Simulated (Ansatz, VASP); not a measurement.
## FeSi: VASP beside Ansatz

```
Fe Si
1.0
     4.08745    0.00000    0.00000
     0.00000    4.08745    0.00000
     0.00000    0.00000    4.08745
Fe Si
4 4
Direct
  0.14274 0.14274 0.14274
  0.35726 0.85726 0.64274
  0.64274 0.35726 0.85726
  0.85726 0.64274 0.35726
  0.84400 0.84400 0.84400
  0.65600 0.15600 0.34400
  0.34400 0.65600 0.15600
  0.15600 0.34400 0.65600
```

Alike in both runs: functional r2SCAN; k mesh 8 × 8 × 8; occupations gaussian, width 0.05 eV; no spin polarisation.

Ansatz relaxed the structure, and its values are those at the end. VASP's run is a single point on that final structure, the one shown.

```csv
,VASP,Ansatz
version,VASP 6.6.1,Ansatz 0.2.0
potentials or method,"VASP PAW PBE potentials, release 64 (Fe, Si), cutoff 520 eV","scalar-relativistic, plane waves, PAW"
valence electrons in the cell,48,80
```

Ansatz gave:

```
gap on the k mesh at the Fermi level (eV) : 0.30
least direct gap on the mesh (eV)         : 0.34
rms of the force components (eV/Å)        : 0.002
```

Task: What did VASP give for the same quantities?

Result: gap on the k mesh at the Fermi level (eV): 0.30; least direct gap on the mesh (eV): 0.33; rms of the force components (eV/Å): 0.026.

VASP's potentials were made for PBE, not for r2SCAN. VASP's potentials hold 48 valence electrons a cell and Ansatz's 80, so a difference there can come from the potentials and not from the codes. Ansatz's warnings: stress scf threshold loose.
